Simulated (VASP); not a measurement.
Crystal: Sb2Pt.

```
CELL_PARAMETERS angstrom
3.90014 0.00000 0.00000
-1.95007 3.37762 0.00000
0.00000 0.00000 5.27967
ATOMIC_POSITIONS crystal
Sb 0.66667 0.33333 0.75086
Sb 0.33333 0.66667 0.24914
Pt 0.00000 0.00000 0.00000
```

The cell was generated, and may not be a known phase.

- Program: VASP 6.6.1
- Task: relaxation of cell and atoms
- Functional: PBE
- Potentials or basis: VASP PAW PBE potentials, release 64 (Sb, Pt)
- Cutoff: 600 eV
- k mesh: 6 × 6 × 4
- Occupations: gaussian, width 0.2 eV
- Spin: no spin polarisation

At the start: pressure 11.5 GPa; volume 23.18 Å³/atom.

**Question.** How do energy, volume and symmetry change on relaxing?

**Answer.** Over 7 steps the energy falls by 84.7 meV/atom and the volume is 24.92 Å³/atom (+7.5 %); space group P-3m1 (No. 164, to 0.1 Å) before and after.

The path:
```tsv
step	energy change (eV)	largest force (eV/Å)	pressure (GPa)	volume (Å³)
1	0.0000	1.3306	11.54	69.55
2	0.2743	1.0748	-10.53	87.71
3	-0.2473	0.0548	-0.65	76.13
4	-0.2478	0.0938	-0.29	75.87
5	-0.2478	0.1136	-0.11	75.74
6	-0.2507	0.1049	-0.04	75.45
7	-0.2541	0.0798	0.17	74.75
```

Final structure:
```yaml
crystal:
  lattice:
    - [4.04399, 0.00000, 0.00000]
    - [-2.02199, 3.50220, 0.00000]
    - [0.00000, 0.00000, 5.27800]
  atoms:
    - { symbol: Sb, position: [0.66667, 0.33333, 0.74332] }
    - { symbol: Sb, position: [0.33333, 0.66667, 0.25668] }
    - { symbol: Pt, position: [0.00000, 0.00000, 0.00000] }
```

Caveat: the relaxation stopped at a loose force limit of 0.08 eV/Å, so its end isn't a converged minimum.
